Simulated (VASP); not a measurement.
Here is a VASP 6.6.1 calculation.

Contents of INCAR:

```
SYSTEM = InSb
PREC     = Accurate       ! precision mode
ENCUT    = 500            ! plane-wave cutoff, eV
EDIFF    = 1E-7           ! SCF threshold, eV
ISMEAR   = -5             ! smearing method
SIGMA    = 0.1            ! smearing width, eV
LREAL    = .False.        ! projectors in reciprocal space
LASPH    = .True.         ! aspherical terms in the spheres
NELM     = 120            ! most SCF steps
ALGO     = Normal         ! electronic algorithm
ISIF     = 3              ! what is computed and relaxed
LWAVE    = .False.        ! write WAVECAR
LCHARG   = .False.        ! write CHGCAR
GGA      = PS             ! functional
IBRION   = 2              ! ionic algorithm
NSW      = 60             ! ionic steps
EDIFFG   = -0.01          ! ionic threshold
GGA_COMPAT= .False.      
NELMIN   = 4
```

Contents of KPOINTS:

```
Automatic mesh
0
Gamma
  5 5 5
  0 0 0
```

File POSCAR:

```
InSb
1.0
    0.0000000000      3.1242040000      3.1242040000
    3.1242040000      0.0000000000      3.1242040000
    3.1242040000      3.1242040000      0.0000000000
In Sb
1 1
Direct
    0.0000000000      0.0000000000      0.0000000000
    0.5000000000      0.5000000000      0.5000000000
```

Potentials or basis: VASP PAW PBE potentials, release 64 (In_d, Sb).

The run is started by

```console
$ cat potpaw_PBE.64/In_d/POTCAR potpaw_PBE.64/Sb/POTCAR > POTCAR
$ mpirun -np 1 vasp_std > vasp.out
```

**Question.** What does it give for the relaxed volume?

**Answer.** 27.32 Å³/atom.

**Question.** What does it give for the band gap on the k mesh?

**Answer.** Zero (band 9 reaches 7.77 eV, above the bottom of band 10 at 5.05 eV).

Final structure:
```xyz
2
Lattice="0.0000 3.0117 3.0117 3.0117 0.0000 3.0117 3.0117 3.0117 0.0000" Properties=species:S:1:pos:R:3 pbc="T T T"
In    0.0000    0.0000    0.0000
Sb    3.0117    3.0117    3.0117
```

Caveat: the PAW data sets were made with another functional, which shifts forces and pressure a little; spin-orbit coupling is left out, which moves the levels of the heavy elements; tetrahedron occupations give inexact forces and stress in metals.
